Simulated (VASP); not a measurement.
**HfO2: single point with LDA**

Crystal: HfO2.

```
CELL_PARAMETERS angstrom
4.78890 0.00000 0.00000
0.00000 4.78890 0.00000
0.00000 0.00000 3.18582
ATOMIC_POSITIONS crystal
Hf 0.00000 0.00000 0.04708
Hf 0.50000 0.50000 0.50000
O 0.19511 0.80489 0.50000
O 0.30489 0.30489 0.00000
O 0.69511 0.69511 0.00000
O 0.80489 0.19511 0.50000
```

This cell differs from its parent crystal: atom 1 (Hf) moved +0.150 Å along Cartesian [0 0 1].

```yaml
Program: VASP 6.6.1
Task: single point
Functional: LDA
Potentials_or_basis: VASP PAW LDA potentials, release 64 (Hf_pv, O)
Cutoff: 520 eV
k_mesh: 6 × 6 × 8
Occupations: gaussian, width 0.05 eV
Spin: no spin polarisation
Dipole_correction: no
Further_INCAR_settings: ALGO = Normal; EDIFF = 1e-06; NBANDS = 31
```

```yaml
Pressure: -0.5 GPa
Largest_force: 1.569 eV/Å
Band_gap_on_the_k_mesh: 3.94 eV, direct
```

Forces in eV/Å, atoms in the order of the input:
```
Hf   0.000  0.000 -1.569
Hf   0.000  0.000  0.075
O    0.254 -0.254  0.719
O    0.013  0.013  0.028
O   -0.013 -0.013  0.028
O   -0.254  0.254  0.719
```

Stress tensor (GPa, compression positive):
```
-0.78 -1.60  0.00
-1.60 -0.78  0.00
 0.00  0.00  0.19
```

Levels at points of the mesh, in eV from the valence-band top:
```
           k point  band 20  band 21  band 22  band 23  band 24  band 25
(0.00, 0.00, 0.00)    -0.57    -0.52     0.00     3.94     4.23     5.22
(0.50, 0.00, 0.00)    -1.40    -0.70    -0.69     4.46     4.76     6.26
(0.50, 0.50, 0.00)    -1.10    -0.87    -0.86     4.16     4.39     5.64
(0.00, 0.00, 0.50)    -2.03    -0.95    -0.91     5.42     5.87     6.07
(0.50, 0.00, 0.50)    -1.67    -1.01    -0.92     4.11     4.19     6.35
(0.50, 0.50, 0.50)    -1.02    -0.49    -0.46     4.84     5.43     5.85
```

Wall time 36 s on 1 thread of Intel(R) Xeon(R) 6975P-C (Granite Rapids) (shared host), peak memory 0.23 GiB.

Caveat: the cell differs from its parent crystal (atom 1 (Hf) moved +0.150 Å along Cartesian [0 0 1]); spin-orbit coupling is left out, which moves the levels of the heavy elements; forces of over 1 eV/Å act on the atoms, so gaps and moduli don't describe the material at rest. A k mesh can miss the band edges.
